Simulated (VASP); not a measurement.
Write the native input for VASP 6.6.1 that does the following.

```yaml
Task: single point
Functional: PBEsol
Potentials_or_basis: VASP PAW PBE potentials, release 64 (Ti_sv, O, Ba_sv)
Cutoff: 520 eV
k_mesh: 7 × 7 × 1
Occupations: gaussian, width 0.05 eV
Spin: no spin polarisation
Dipole_correction: yes
Further_INCAR_settings: ALGO = Normal; EDIFF = 1e-06; NBANDS = 64; NELMDL = -8
```

The structure of Ba2Ti3O8 lies in POSCAR:

```
Ba2Ti3O8
1.0
    3.9557417187      0.0000000000      0.0000000000
    0.0000000000      3.9557417187      0.0000000000
    0.0000000000      0.0000000000     23.2247707175
Ti O Ba
3 8 2
Direct
    0.5000000000      0.5000000000      0.3229310675
    0.5000000000      0.5000000000      0.4970263003
    0.5000000000      0.5000000000      0.6711215332
    0.5000000000      0.0000000000      0.3288784668
    0.0000000000      0.5000000000      0.3288784668
    0.5000000000      0.5000000000      0.4177830850
    0.5000000000      0.0000000000      0.5029736997
    0.0000000000      0.5000000000      0.5029736997
    0.5000000000      0.5000000000      0.5918783178
    0.5000000000      0.0000000000      0.6770689325
    0.0000000000      0.5000000000      0.6770689325
    0.0000000000      0.0000000000      0.4126193980
    0.0000000000      0.0000000000      0.5867146309
```

The input as run:

INCAR

```
PREC = Accurate
ENCUT = 520
EDIFF = 1E-6
ISMEAR = 0
SIGMA = 0.05
LREAL = F
LASPH = T
NELM = 120
ALGO = Normal
ISIF = 2
LWAVE = F
LCHARG = F
LDIPOL = T
IDIPOL = 3
DIPOL = 0.5 0.5 0.501
GGA = PS
NBANDS = 64
GGA_COMPAT = F
NELMDL = -8
```

KPOINTS

```
Automatic mesh
0
Gamma
  7 7 1
```

Potentials or basis: VASP PAW PBE potentials, release 64 (Ti_sv, O, Ba_sv).

Run with:

```console
$ cat potpaw_PBE.64/Ti_sv/POTCAR potpaw_PBE.64/O/POTCAR potpaw_PBE.64/Ba_sv/POTCAR > POTCAR
$ mpirun -np 1 vasp_std > vasp.out
```

It gave:

The largest force is 3.536 eV/Å and the band gap on the k mesh is zero (bands 52 and 53 overlap by 0.30 eV).

Caveat: the PAW data sets were made with another functional, which shifts forces and pressure a little; spin-orbit coupling is left out, which moves the levels of the heavy elements; semilocal functionals often make such compounds metallic where correlation or magnetic order opens a gap, which also shifts bond lengths.

Run time: 14 min on 1 thread of Intel(R) Xeon(R) Platinum 8259CL CPU @ 2.50GHz (Skylake/Cascade Lake) (shared host), peak memory 0.53 GiB.
